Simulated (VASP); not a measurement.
Here is a VASP 6.6.1 calculation.

File INCAR:

```
PREC     = Accurate       # precision mode
ENCUT    = 520            # plane-wave cutoff, eV
EDIFF    = 1E-6           # SCF threshold, eV
ISMEAR   = -1             # smearing method
SIGMA    = 0.1            # smearing width, eV
LREAL    = False          # projectors in reciprocal space
LASPH    = True           # aspherical terms in the spheres
NELM     = 60             # most SCF steps
ALGO     = Normal         # electronic algorithm
ISIF     = 2              # what is computed and relaxed
LWAVE    = False          # write WAVECAR
LCHARG   = True           # write CHGCAR
LELF     = True           # ELF
LVHAR    = True         
NBANDS   = 11             # bands
```

The input KPOINTS:

```
regular mesh
0
Gamma
  14 14 14
```

POSCAR

```
Pd
1.0
    2.5394490273      0.0000000000      0.0000000000
    0.0000000000      2.5394490273      0.0000000000
    0.0000000000      0.0000000000      2.5394490273
Pd
1
Direct
    0.0000000000      0.0000000000      0.0000000000
```

Potentials or basis: VASP PAW LDA potentials, release 64 (Pd).

The run is started by

```bash
$ cat potpaw_LDA.64/Pd/POTCAR > POTCAR
$ mpirun -np 1 vasp_std > vasp.out
```

(1) Predict the band gap on the k mesh.

(2) What does it give for the pressure?

Results:

(1) zero (band 5 reaches 9.61 eV, above the bottom of band 6 at 7.51 eV).

(2) 0.2 GPa.
